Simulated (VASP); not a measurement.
# CaY3Cl2: relaxation of cell and atoms with PBE

CaY3Cl2:

```
CELL_PARAMETERS angstrom
7.24909 0.00000 0.00000
-3.62455 6.27790 0.00000
0.00000 0.00000 3.67607
ATOMIC_POSITIONS crystal
Ca 0.00000 0.00000 0.00000
Y 0.50000 0.00000 0.50000
Y 0.00000 0.50000 0.50000
Y 0.50000 0.50000 0.50000
Cl 0.66667 0.33333 0.00000
Cl 0.33333 0.66667 0.00000
```

```yaml
Program: VASP 6.6.1
Task: relaxation of cell and atoms
Functional: PBE
Potentials_or_basis: VASP PAW PBE potentials, release 64 (Ca_sv, Y_sv, Cl)
Cutoff: 600 eV
k_mesh: 6 × 6 × 10
Occupations: gaussian, width 0.1 eV
Spin: no spin polarisation
Dipole_correction: no
Further_INCAR_settings: ALGO = Normal; EDIFF = 1e-07; IBRION = 2; EDIFFG = -0.01; NSW = 100; ISIF = 3
```

```yaml
Relaxed_volume: 27.99 Å³/atom
Relaxed_cell: a = 7.255 Å, b = 7.255 Å, c = 3.684 Å, α = 90.00°, β = 90.00°, γ = 120.00°
Space_group_after_relaxing_to_0.05_Å: P6/mmm (No. 191)
Energy_gained_by_relaxing: 0.1 meV/atom
Ionic_steps: 2
Pressure_after_relaxing: 0.0 GPa
```

Stress tensor (GPa, compression positive):
```
-0.04  0.00  0.00
 0.00 -0.04  0.00
 0.00  0.00  0.05
```

Step by step:
| step | energy change (eV) | largest force (eV/Å) | pressure (GPa) | volume (Å³) |
| --- | --- | --- | --- | --- |
| 1 | 0.0000 | 0.0000 | 0.16 | 167.29 |
| 2 | -0.0004 | 0.0000 | -0.01 | 167.96 |

Final structure:
```
CELL_PARAMETERS angstrom
7.25548 0.00000 0.00000
-3.62774 6.28343 0.00000
0.00000 0.00000 3.68419
ATOMIC_POSITIONS crystal
Ca 0.00000 0.00000 0.00000
Y 0.50000 0.00000 0.50000
Y 0.00000 0.50000 0.50000
Y 0.50000 0.50000 0.50000
Cl 0.66667 0.33333 0.00000
Cl 0.33333 0.66667 0.00000
```

Levels at points of the mesh, in eV from the Fermi level:
```csv
k point,band 27,band 28,band 29,band 30,band 31,band 32
"(0.00, 0.00, 0.00)",-0.69,-0.69,0.43,0.43,0.53,0.53
"(0.50, 0.00, 0.00)",-1.22,-0.70,-0.56,0.50,0.55,0.65
"(0.00, 0.00, 0.50)",-0.66,-0.34,-0.34,0.05,0.87,0.87
"(0.50, 0.00, 0.50)",-0.30,-0.24,0.20,0.38,0.50,0.78
```

Run time: 6.5 min on 1 thread of Intel(R) Xeon(R) Platinum 8488C (Sapphire Rapids), with other jobs on the host, peak memory 0.52 GiB.

Caveat: an odd number of electrons without spin polarisation forces a metal; a magnetic or distorted state may lie lower.
